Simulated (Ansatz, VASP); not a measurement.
LiF: VASP beside Ansatz

POSCAR

```
LiF
1.0
    0.0000000000      1.9867804471      1.9867804471
    1.9867804471      0.0000000000      1.9867804471
    1.9867804471      1.9867804471      0.0000000000
F Li
1 1
Direct
    0.5000000000      0.5000000000      0.5000000000
    0.0000000000      0.0000000000      0.0000000000
```

The input INCAR.step1:

```
SYSTEM = LiF
PREC     = Accurate       ! precision mode
ENCUT    = 520            ! plane-wave cutoff, eV
EDIFF    = 1E-5           ! SCF threshold, eV
ISMEAR   = -1             ! smearing method
SIGMA    = 0.05           ! smearing width, eV
LREAL    = .FALSE.        ! projectors in reciprocal space
LASPH    = .TRUE.         ! aspherical terms in the spheres
NELM     = 60             ! most SCF steps
ALGO     = Normal         ! electronic algorithm
ISIF     = 2              ! what is computed and relaxed
LWAVE    = .TRUE.         ! write WAVECAR
LCHARG   = .FALSE.        ! write CHGCAR
GGA      = PE             ! functional
NBANDS   = 12             ! bands
```

INCAR.step2

```
SYSTEM = LiF
PREC     = Accurate       ! precision mode
ENCUT    = 520            ! plane-wave cutoff, eV
EDIFF    = 1E-6           ! SCF threshold, eV
ISMEAR   = -1             ! smearing method
SIGMA    = 0.05           ! smearing width, eV
LREAL    = .FALSE.        ! projectors in reciprocal space
LASPH    = .TRUE.         ! aspherical terms in the spheres
NELM     = 60             ! most SCF steps
ALGO     = Normal         ! electronic algorithm
ISIF     = 2              ! what is computed and relaxed
LWAVE    = .FALSE.        ! write WAVECAR
LCHARG   = .FALSE.        ! write CHGCAR
GGA      = PE             ! functional
LHFCALC  = .TRUE.         ! exact exchange
HFSCREEN = 0.2079         ! screening, 1/A
PRECFOCK = Normal       
ISTART   = 1            
NBANDS   = 12             ! bands
```

File KPOINTS:

```
regular mesh
0
G
  8 8 8
  0 0 0
```

input

```
crystal:
  lattice:
    - [0.0, 1.9867804471, 1.9867804471]
    - [1.9867804471, 0.0, 1.9867804471]
    - [1.9867804471, 1.9867804471, 0.0]
  atoms:
    - { symbol: F, position: [0.5, 0.5, 0.5] }
    - { symbol: Li, position: [0.0, 0.0, 0.0] }
hamiltonian:
  xc: hse06
  pseudopotentials: { kind: paw }
kpoints:
  mp_grid: { grid: [8, 8, 8] }
scf:
  occupations: { method: fermi_dirac, width: 0.05 }
output:
  forces: true
  stress: true
  eigenvalues: true
  write_density: true
  write_potential: true
  elf: true
  volumetric_format: npy
```

Alike in both runs: task single point; functional HSE06; k mesh 8 × 8 × 8; occupations fermi-dirac, width 0.05 eV; no spin polarisation.

```csv
,VASP,Ansatz
version,VASP 6.6.1,Ansatz 0.2.0
potentials or method,"VASP PAW PBE potentials, release 64 (F, Li_sv)",Ansatz PAW
plane-wave cutoff (eV),520,420
valence electrons in the cell,10,10
```

|  | VASP | Ansatz | Ansatz less VASP |
| --- | --- | --- | --- |
| gap on the k mesh at the Fermi level (eV) | 11.79 | 11.80 | +0.009 |
| least direct gap on the mesh (eV) | 11.79 | 11.80 | +0.009 |

The functional is the same, so the differences come from potentials, cutoffs and numerics.

Noted on VASP's run: the cutoff is under 1.25 times that of the potentials, so the pressure is a little rough.
